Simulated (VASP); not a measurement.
# Mg (I4/mmm) in VASP: single point with PBE

Aim: the single point of Mg with PBE.

Program: VASP 6.6.1. These are calculated values, not measurements. Logs are shortened: lines on timing, memory, paths and dates and some standing lists are left out, and cuts for length are marked.

## Step 1: The cell of the first run

The structure is tetragonal, space group I4/mmm (No. 139). The conventional cell has a = 3.672 Å, b = 3.672 Å, c = 3.359 Å, α = 90.00°, β = 90.00°, γ = 90.00°. Within 4.1 Å of Mg (site symmetry 4/mmm) lie 14 Mg at 3.09 to 3.67 Å.

## Step 2: Single point, PBE

POSCAR reads:

```
Mg
1.0
   -1.8359916300      1.8359916300      1.6794040200
    1.8359916300     -1.8359916300      1.6794040200
    1.8359916300      1.8359916300     -1.6794040200
Mg
1
Direct
    0.0000000000      0.0000000000      0.0000000000
```

INCAR.step1 reads:

```
PREC     = Accurate       # precision mode
ENCUT    = 520            # plane-wave cutoff, eV
EDIFF    = 1E-6           # SCF threshold, eV
ISMEAR   = 0              # smearing method
SIGMA    = 0.1            # smearing width, eV
LREAL    = F              # projectors in reciprocal space
LASPH    = T              # aspherical terms in the spheres
NELM     = 120            # most SCF steps
ALGO     = Normal         # electronic algorithm
ISIF     = 2              # what is computed and relaxed
LWAVE    = F              # write WAVECAR
LCHARG   = T              # write CHGCAR
GGA      = PE             # functional
NBANDS   = 7              # bands
GGA_COMPAT= F            
NEDOS    = 2001           # points of the DOS
LORBIT   = 11             # projections on sites
```

KPOINTS.step1 reads:

```
regular mesh
0
Gamma
  6 6 6
```

INCAR.step2 reads:

```
PREC     = Accurate       # precision mode
ENCUT    = 520            # plane-wave cutoff, eV
EDIFF    = 1E-6           # SCF threshold, eV
ISMEAR   = -5             # smearing method
SIGMA    = 0.1            # smearing width, eV
LREAL    = F              # projectors in reciprocal space
LASPH    = T              # aspherical terms in the spheres
NELM     = 120            # most SCF steps
ALGO     = Normal         # electronic algorithm
ISIF     = 2              # what is computed and relaxed
LWAVE    = F              # write WAVECAR
LCHARG   = F              # write CHGCAR
GGA      = PE             # functional
LORBIT   = 11             # projections on sites
NBANDS   = 7              # bands
NEDOS    = 1001           # points of the DOS
ICHARG   = 11             # starting density
GGA_COMPAT= F
```

KPOINTS.step2 reads:

```
regular mesh
0
Gamma
  9 9 9
```

Potentials or basis: VASP PAW PBE potentials, release 64 (Mg).

Run with:

```console
> cat potpaw_PBE.64/Mg/POTCAR > POTCAR
> cp INCAR.step1 INCAR
> cp KPOINTS.step1 KPOINTS
> mpirun -np 1 vasp_std > vasp.out
> cp INCAR.step2 INCAR
> cp KPOINTS.step2 KPOINTS
> mpirun -np 1 vasp_std > vasp.out
```

OUTCAR:

```text
PREC = Accurate
   ENCUT = 520
   EDIFF = 1E-6
   ISMEAR = -5
   LREAL = F
   LASPH = T
   NELM = 120
   ISIF = 2
   GGA = PE
   LORBIT = 11
   ICHARG = 11

 ion  position               nearest neighbor table
   1  0.000  0.000  0.000-

  LATTYP: Found a body centered tetragonal cell.
 ALAT       =     3.6719832600
 C/A-ratio  =     0.9147122419

  Lattice vectors:

 A1 = (  -1.8359916300,   1.8359916300,   1.6794040200)
 A2 = (   1.8359916300,  -1.8359916300,   1.6794040200)
 A3 = (   1.8359916300,   1.8359916300,  -1.6794040200)

Analysis of symmetry for initial positions (statically):
=====================================================================
 Subroutine PRICEL returns:
 Original cell was already a primitive cell.

 Routine SETGRP: Setting up the symmetry group for a
 body centered tetragonal supercell.

 Subroutine GETGRP returns: Found 16 space group operations
 (whereof 16 operations were pure point group operations)
 out of a pool of 16 trial point group operations.

The static configuration has the point symmetry D_4h.

Analysis of symmetry for dynamics (positions and initial velocities):
=====================================================================
 Subroutine PRICEL returns:
 Original cell was already a primitive cell.

 Routine SETGRP: Setting up the symmetry group for a
 body centered tetragonal supercell.

 Subroutine GETGRP returns: Found 16 space group operations
 (whereof 16 operations were pure point group operations)
 out of a pool of 16 trial point group operations.

The dynamic configuration has the point symmetry D_4h.

 Subroutine INISYM returns: Found 16 space group operations
 (whereof 16 operations are pure point group operations),
 and found     1 'primitive' translations

----------------------------------------------------------------------------------------

                                     Primitive cell

  volume of cell :      22.6442

  direct lattice vectors                    reciprocal lattice vectors
    -1.835991630  1.835991630  1.679404020     0.000000000  0.272332396  0.297724665
     1.835991630 -1.835991630  1.679404020     0.272332396  0.000000000  0.297724665
     1.835991630  1.835991630 -1.679404020     0.272332396  0.272332396  0.000000000

  length of vectors
     3.092269133  3.092269133  3.092269133     0.403490905  0.403490905  0.385136168

  position of ions in fractional coordinates (direct lattice)
     0.000000000  0.000000000  0.000000000

  ion indices of the primitive-cell ions
   primitive index   ion index
                 1           1

----------------------------------------------------------------------------------------

 KPOINTS: regular mesh

Automatic generation of k-mesh.
 Grid dimensions read from file:
 generate k-points for:    9    9    9

 Generating k-lattice:

  Cartesian coordinates                     Fractional coordinates (reciprocal lattice)
     0.000000000  0.030259155  0.033080518     0.111111111  0.000000000 -0.000000000
     0.030259155  0.000000000  0.033080518     0.000000000  0.111111111 -0.000000000
     0.030259155  0.030259155  0.000000000     0.000000000  0.000000000  0.111111111

  Length of vectors
     0.044832323  0.044832323  0.042792908

  Shift w.r.t. Gamma in fractional coordinates (k-lattice)
     0.000000000  0.000000000  0.000000000

 TETIRR: Found   1695 inequivalent tetrahedra from     4374

 Subroutine IBZKPT returns following result:
 ===========================================

 Found     75 irreducible k-points:

 Following reciprocal coordinates:
            Coordinates               Weight
  0.000000  0.000000  0.000000      1.000000
  0.111111 -0.000000  0.000000      8.000000
  0.222222 -0.000000  0.000000      8.000000
  0.333333 -0.000000  0.000000      8.000000
  0.444444 -0.000000  0.000000      8.000000
  0.111111  0.111111  0.000000      8.000000
[... 16 lines left out ...]
 -0.333333  0.333333  0.000000      4.000000
  0.444444  0.444444  0.000000      8.000000
 [... further k-points ...]
   k-points           NKPTS =     75   k-points in BZ     NKDIM =     75   number of bands    NBANDS=      7
   number of dos      NEDOS =   1001   number of ions     NIONS =      1
   total plane-waves  NPLWV =  13824
   dimension x,y,z NGX =    24 NGY =   24 NGZ =   24
   dimension x,y,z NGXF=    48 NGYF=   48 NGZF=   48
   ions per type =               1
   NGX,Y,Z   is equivalent  to a cutoff of  12.90, 12.90, 12.90 a.u.
   NGXF,Y,Z  is equivalent  to a cutoff of  25.81, 25.81, 25.81 a.u.
 SYSTEM =  unknown system
   PREC   = accura    normal or accurate (medium, high low for compatibility)
   ISTART =      0    job   : 0-new  1-cont  2-samecut
   ICHARG =     11    charge: 1-file 2-atom 10-const
   ISPIN  =      1    spin polarized calculation?
   LNONCOLLINEAR =      F non collinear calculations
   LSORBIT =      F    spin-orbit coupling
   LASPH  =      T    aspherical Exc in radial PAW
   ENCUT  =  520.0 eV  38.22 Ry    6.18 a.u.   5.75  5.75  5.75*2*pi/ulx,y,z
   NELM   =    120;   NELMIN=  2; NELMDL=  0     # of ELM steps
   EDIFF  = 0.1E-05   stopping-criterion for ELM
   LREAL  =      F    real-space projection
   EDIFFG = 0.1E-04   stopping-criterion for IOM
   NSW    =      0    number of steps for IOM
   IBRION =     -1    ionic relax: 0-MD 1-quasi-New 2-CG
   NFREE  =      0    steps in history (QN), initial steepest desc. (CG)
   ISIF   =      2    stress and relaxation
   ISYM   =      2    0-nonsym 1-usesym 2-fastsym
   POTIM  = 0.5000    time-step for ionic-motion
   TEBEG  =    0.0;   TEEND  =   0.0 temperature during run
   PSTRESS=    0.0 pullay stress
   NELECT =       2.0000    total number of electrons
   NUPDOWN=      -1.0000    fix difference up-down
   EMIN   =  10.00;   EMAX   =-10.00  energy-range for DOS
   EFERMI =   0.00;   METHOD = LEGACY
   ISMEAR =    -5;   SIGMA  =   0.10  broadening in eV -4-tet -1-fermi 0-gaus
   EFERMI_NEDOS =   21; number of points for ismear=-14 and -15
   IALGO  =     38    algorithm
   IMIX   =      4    mixing-type and parameters
     AMIX     =   0.40;   BMIX     =  1.00
     AMIX_MAG =   1.60;   BMIX_MAG =  1.00
  volume/ion in A,a.u.               =      22.64       152.81
  Fermi-wavevector in a.u.,A,eV,Ry     =   0.729065  1.377732  7.231974  0.531535
  Thomas-Fermi vector in A             =   1.820694
   LORBIT       =     11    0 simple, 1 ext, 2 COOP (PROOUT), +10 PAW based schemes
   GGA     = PE    functional components
   LHFCALC =     F    Hartree Fock is set to
   AEXX    =    0.0000 exact exchange contribution
   IVDW    =     0    specifies the selected vdW correction
   LEPSILON=     F    determine dielectric tensor
   LRPA    =     F    only Hartree local field effects (RPA)
 non-spin polarized calculation
 Fermi weights with tetrahedron method with Bloechl corrections
  energy-cutoff  :      520.00
  volume of cell :       22.64
 maximum number of plane-waves:       622

 number of electron       2.0000000 magnetization

 Free energy of the ion-electron system (eV)
  ---------------------------------------------------
  ext. energy  EPLUGINS =         0.00000000
  ---------------------------------------------------
  free energy    TOTEN  =        -1.47042213 eV

  energy without entropy =       -1.47042213  energy(sigma->0) =       -1.47042213

 E-fermi :   2.8681     XC(G=0):  -8.5358

 val. band max:        2.9219341397   @ k =  -0.3333  -0.4444   0.2222
 cond. band min:       2.7024333624   @ k =  -0.4444   0.4444   0.1111
 fundamental gap:     -0.2195007773
 Fermi energy:         2.8680532383

 k-point     1 :       0.0000    0.0000    0.0000
  band No.  band energies     occupation
      1      -4.2826      2.00000
      2      14.6848      0.00000
      3      16.5405      0.00000
      4      16.5405      0.00000
      5      16.8704      0.00000
      6      17.0915      0.00000
      7      17.0915      0.00000

 k-point     2 :       0.1111   -0.0000    0.0000
  band No.  band energies     occupation
      1      -3.9796      2.00000
      2      13.6444      0.00000
      3      13.6565      0.00000
      4      15.1817      0.00000
      5      15.3274      0.00000
      6      17.2120      0.00000
      7      18.3557      0.00000

 k-point     3 :       0.2222   -0.0000    0.0000
  band No.  band energies     occupation
      1      -3.0763      2.00000
      2       9.7380      0.00000
      3      12.3499      0.00000
      4      13.5235      0.00000
      5      13.9427      0.00000
      6      15.8361      0.00000
      7      19.1898      0.00000

 k-point     4 :       0.3333   -0.0000    0.0000
  band No.  band energies     occupation
      1      -1.5903      2.00000
      2       6.1807     -0.00863
      3      11.4415      0.00000
      4      12.3685      0.00000
      5      13.0018      0.00000
      6      14.7648      0.00000
      7      20.1530      0.00000

 k-point     5 :       0.4444   -0.0000    0.0000
  band No.  band energies     occupation
      1       0.4353      2.00000
      2       3.1142      0.21150
      3      10.9796      0.00000
      4      11.7885      0.00000
      5      12.5371      0.00000
      6      14.1758      0.00000
      7      21.4229      0.00000
[... 161 lines left out ...]
 k-point    22 :      -0.4444    0.3333    0.0000
  band No.  band energies     occupation
      1      -0.7285      2.00000
      2       4.0046     -0.02007
      3      10.1907      0.00000
      4      12.5653      0.00000
      5      15.7062      0.00000
      6      17.3498      0.00000
      7      18.7611      0.00000

 k-point    23 :      -0.3333    0.3333    0.0000
  band No.  band energies     occupation
      1      -1.8255      2.00000
      2       5.2628     -0.07895
      3      13.1251      0.00000
      4      13.7051      0.00000
      5      14.7771      0.00000
      6      15.2232      0.00000
      7      19.0077      0.00000

 k-point    24 :       0.4444    0.4444    0.0000
  band No.  band energies     occupation
      1       1.1783      2.00000
      2       1.6224      2.00438
      3       9.9411      0.00000
      4      12.3364      0.00000
      5      15.5208      0.00000
      6      17.5086      0.00000
      7      19.4663      0.00000

 [... further k-points ...]

------------------------ aborting loop because EDIFF is reached ----------------------------------------

  FORCE on cell =-STRESS in cart. coord.  units (eV):
  Direction    XX          YY          ZZ          XY          YZ          ZX
  --------------------------------------------------------------------------------------
  -------------------------------------------------------------------------------------
  Total       -0.0128980     -0.0128980      0.0038994      0.0000000     -0.0000000      0.0000000
  in kB       -0.9125939     -0.9125939      0.2758999      0.0000000     -0.0000000      0.0000000
  external PRESSURE =      -0.5164293 kB  Pullay stress =       0.0000000 kB

 VOLUME and BASIS-vectors are now :
 -----------------------------------------------------------------------------
  energy-cutoff  :      520.00
  volume of cell :       22.64
      direct lattice vectors                 reciprocal lattice vectors
    -1.835991630  1.835991630  1.679404020     0.000000000  0.272332396  0.297724665
     1.835991630 -1.835991630  1.679404020     0.272332396  0.000000000  0.297724665
     1.835991630  1.835991630 -1.679404020     0.272332396  0.272332396  0.000000000

 POSITION                                       TOTAL-FORCE (eV/Angst)
 -----------------------------------------------------------------------------------
      0.00000      0.00000      0.00000         0.000000      0.000000      0.000000
 -----------------------------------------------------------------------------------
    total drift:                                0.000000      0.000000     -0.000000

  FREE ENERGIE OF THE ION-ELECTRON SYSTEM (eV)
  ---------------------------------------------------
  free  energy   TOTEN  =        -1.4704221305 eV

  energy  without entropy=       -1.4704221305  energy(sigma->0) =       -1.47042213

 total charge

# of ion       s       p       d       tot
------------------------------------------
    1        0.203   0.131   0.012   0.346
```

It took 5.9 s on 1 thread of AMD EPYC 9R45 (Zen 5), shared host; peak memory 0.11 GiB.

What came out:

* Valence electrons inside the program's atomic spheres: Mg 0.35

Caveat: the k points lie up to 0.42 Å⁻¹ apart; tetrahedron occupations give inexact forces and stress in metals.
